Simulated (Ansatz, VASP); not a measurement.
One calculation of MgB, two programs

```
Mg B
1.0
     3.04752    0.00000    0.00000
    -1.52376    2.63923    0.00000
     0.00000    0.00000    6.87277
Mg B
2 2
Direct
  0.33333 0.66667 0.69417
  0.66667 0.33333 0.30583
  0.66667 0.33333 0.97724
  0.33333 0.66667 0.02276
```

Alike in both runs: functional PBE; k mesh 6 × 6 × 2; occupations gaussian, width 0.1 eV; no spin polarisation.

Ansatz relaxed the structure, and its values are those at the end. VASP's run is a single point on that final structure, the one shown.

```csv
,VASP,Ansatz
version,VASP 6.6.1,Ansatz 0.2.0
potentials or method,"VASP PAW PBE potentials, release 64 (Mg, B), cutoff 600 eV","scalar-relativistic, plane waves, PAW"
valence electrons in the cell,10,26
```

Ansatz gave:

| Property | Result |
| --- | --- |
| gap on the k mesh at the Fermi level (eV) | none |
| pressure (GPa) | 0.1 |

**Question.** What did VASP give for the same quantities?

**Answer.** gap on the k mesh at the Fermi level (eV): none; pressure (GPa): -0.1.

A gap of «none» marks a metal or a gap that the smearing closes. With one functional, cell and mesh, what is left measures potentials, basis and numerics. VASP's potentials hold 10 valence electrons a cell and Ansatz's 26, so a difference there can come from the potentials and not from the codes.

The k mesh is coarse, so the values compare programs but aren't converged.
